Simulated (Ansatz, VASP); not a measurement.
# TiO2: VASP beside Ansatz

The input INCAR:

```
SYSTEM = TiO2
ALGO = Normal ; EDIFF = 1E-6
ENCUT = 520 ; GGA = PE
ISIF = 2 ; ISMEAR = 0
IVDW = 12 ; LASPH = .TRUE.
LCHARG = .FALSE. ; LDAU = .TRUE.
LDAUJ = 0 0 ; LDAUL = 2 -1
LDAUPRINT = 1 ; LDAUTYPE = 2
LDAUU = 4 0 ; LMAXMIX = 4
LREAL = .FALSE. ; LWAVE = .FALSE.
NBANDS = 19 ; NELM = 150
PREC = Accurate ; SIGMA = 0.05
```

File KPOINTS:

```
k-points
0
G
  9 9 9
  0 0 0
```

The input POSCAR:

```
TiO2
1.0
    1.5040433916      0.8683598570      3.8378333333
   -1.5040433916      0.8683598570      3.8378333333
    0.0000000000     -1.7367197141      3.8378333333
Ti O
1 2
Direct
    0.0000000000      0.0000000000      0.0000000000
    0.6017580785      0.6017580785      0.6017580785
    0.3982419215      0.3982419215      0.3982419215
```

Input for Ansatz:

```yaml
crystal:
  lattice:
    - [1.5040433916, 0.868359857, 3.8378333333]
    - [-1.5040433916, 0.868359857, 3.8378333333]
    - [0.0, -1.7367197141, 3.8378333333]
  atoms:
    - { symbol: Ti, position: [0.0, 0.0, 0.0] }
    - { symbol: O, position: [0.6017580785, 0.6017580785, 0.6017580785] }
    - { symbol: O, position: [0.3982419215, 0.3982419215, 0.3982419215] }
basis:
  ecutwfc: 520.0
kpoints:
  mp_grid: { grid: [9, 9, 9] }
hamiltonian:
  xc: pbe
  pseudopotentials: { kind: paw, azcp: { folder: soft_1 } }
  dispersion: d3bj
  hubbard: { sites: [{ species: Ti, l: d, u_eff: 4.0 }] }
scf:
  occupations: { method: gaussian, width: 0.05 }
output:
  forces: true
  stress: true
  eigenvalues: true
```

Alike in both runs: task single point; functional PBE; dispersion D3(BJ); k mesh 9 × 9 × 9; occupations gaussian, width 0.05 eV; no spin polarisation; Hubbard terms Ti d U = 4.0 eV.

|  | VASP | Ansatz |
| --- | --- | --- |
| version | VASP 6.6.1 | Ansatz 0.2.0 |
| potentials or method | VASP PAW PBE potentials, release 64 (Ti_sv, O), cutoff 520 eV | scalar-relativistic, plane waves, PAW |
| valence electrons in the cell | 24 | 24 |

|  | VASP | Ansatz | Ansatz less VASP |
| --- | --- | --- | --- |
| gap on the k mesh at the Fermi level (eV) | 2.57 | 2.62 | +0.051 |
| least direct gap on the mesh (eV) | 2.96 | 3.00 | +0.036 |
| rms of the force components (eV/Å) | 1.796 | 1.592 | -0.2044 |

The programs project onto different local orbitals, so the same U acts differently, and such runs can settle in different states. Atom by atom the forces differ by 0.204 eV/Å (rms over components).
